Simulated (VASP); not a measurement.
## MgS: single point with PBEsol

The system is MgS.

```xyz
2
Lattice="0.0000 2.6797 2.6407 2.6797 0.0000 2.6407 2.6797 2.6797 0.0000" Properties=species:S:1:pos:R:3 pbc="T T T"
Mg    0.0000    0.0000    0.0000
S     2.6797    2.6797    2.6407
```

This cell differs from its parent crystal: strain +0.030 along x and y, +0.015 along z.

```json
{
 "Program": "VASP 6.6.1",
 "Task": "single point",
 "Functional": "PBEsol",
 "Potentials or basis": "VASP PAW PBE potentials, release 64 (Mg, S)",
 "Cutoff": "520 eV",
 "k mesh": "8 × 8 × 8",
 "Occupations": "gaussian, width 0.05 eV",
 "Spin": "no spin polarisation",
 "Dipole correction": "no",
 "Further INCAR settings": "ALGO = Normal; EDIFF = 1e-07; NBANDS = 11"
}
```

```json
{
 "Pressure": "-5.8 GPa",
 "Band gap on the k mesh": "2.49 eV, indirect (least direct gap 3.02 eV)"
}
```

Stress tensor (GPa, compression positive):
```
-6.15  0.00  0.00
 0.00 -6.15  0.00
 0.00  0.00 -5.16
```

Levels at points of the mesh, in eV from the valence-band top:
| k point | band 1 | band 2 | band 3 | band 4 | band 5 | band 6 | band 7 | band 8 |
| --- | --- | --- | --- | --- | --- | --- | --- | --- |
| (0.00, 0.00, 0.00) | -12.30 | -0.07 | 0.00 | 0.00 | 3.02 | 7.82 | 7.82 | 7.96 |
| (0.50, 0.00, 0.00) | -11.16 | -4.54 | -0.56 | -0.52 | 4.27 | 6.64 | 6.79 | 9.26 |
| (0.50, 0.50, 0.00) | -10.80 | -3.90 | -1.61 | -1.61 | 2.49 | 4.39 | 11.24 | 12.43 |
| (0.50, 0.00, 0.50) | -10.85 | -3.91 | -1.61 | -1.49 | 2.55 | 4.45 | 11.09 | 12.34 |

Wall time 23 s on 1 thread of AMD EPYC 7R13, on a shared host, peak memory 0.17 GiB.

Caveat: the cell differs from its parent crystal (strain +0.030 along x and y, +0.015 along z); the PAW data sets were made with another functional, which shifts forces and pressure a little. A k mesh can miss the band edges.
